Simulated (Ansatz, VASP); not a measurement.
## Two plane-wave programs on Cu

The input INCAR:

```
SYSTEM = Cu
ALGO = Fast ; EDIFF = 1E-7
ENCUT = 520 ; GGA = CA
ISIF = 2 ; ISMEAR = 0
LASPH = .True. ; LCHARG = .False.
LREAL = .False. ; LWAVE = .False.
NBANDS = 18 ; NELM = 80
PREC = Accurate ; SIGMA = 0.15
```

File KPOINTS:

```
k-points
0
Gamma
  18 18 14
  0 0 0
```

Contents of POSCAR:

```
Cu
1.0
    0.0000000000     -1.8075000000     -1.8075000000
    0.0000000000      1.8075000000     -1.8075000000
    3.6150000000      0.0000000000      0.0000000000
Cu
2
Direct
    0.5000000000      0.5000000000      0.5207468880
    0.0000000000      0.0000000000     -0.0207468880
```

Input for Ansatz:

```yaml
crystal:
  lattice:
    - [0.0, -1.8075, -1.8075]
    - [0.0, 1.8075, -1.8075]
    - [3.615, 0.0, 0.0]
  atoms:
    - { symbol: Cu, position: [0.5, 0.5, 0.520746888] }
    - { symbol: Cu, position: [0.0, 0.0, -0.020746888] }
basis:
  ecutwfc: 420
kpoints:
  mp_grid: { grid: [18, 18, 14] }
hamiltonian:
  xc: lda
scf:
  occupations: { method: gaussian, width: 0.15 }
output:
  forces: true
  stress: true
  eigenvalues: true
```

Change from the starting cell: mode 6 (219.1 1/cm) frozen in, largest displacement +0.075 Å.

Alike in both runs: task single point; functional LDA; k mesh 18 × 18 × 14; occupations gaussian, width 0.15 eV; no spin polarisation.

```csv
,VASP,Ansatz
version,VASP 6.6.1,Ansatz 0.2.0
potentials or method,"VASP PAW LDA potentials, release 64 (Cu), cutoff 520 eV","scalar-relativistic, plane waves, PAW"
valence electrons in the cell,22,38
```

Ansatz gave:

```
gap on the k mesh at the Fermi level (eV)                     : none
pressure (GPa)                                                : -10.5
traceless stress, the component that is largest in VASP (GPa) : -0.23
rms of the force components (eV/Å)                            : 0.497
```

**Question.** What did VASP give for the same quantities?

**Answer.** gap on the k mesh at the Fermi level (eV): none; pressure (GPa): -9.7; traceless stress, the component that is largest in VASP (GPa): -0.21; rms of the force components (eV/Å): 0.500.

LDA's correlation is that of Perdew and Zunger in VASP and of Perdew and Wang (1992) in Ansatz. Atom by atom the forces differ by 0.003 eV/Å (rms over components). A gap of «none» marks a metal or a gap that the smearing closes. VASP's potentials hold 22 valence electrons a cell and Ansatz's 38, so a difference there can come from the potentials and not from the codes.
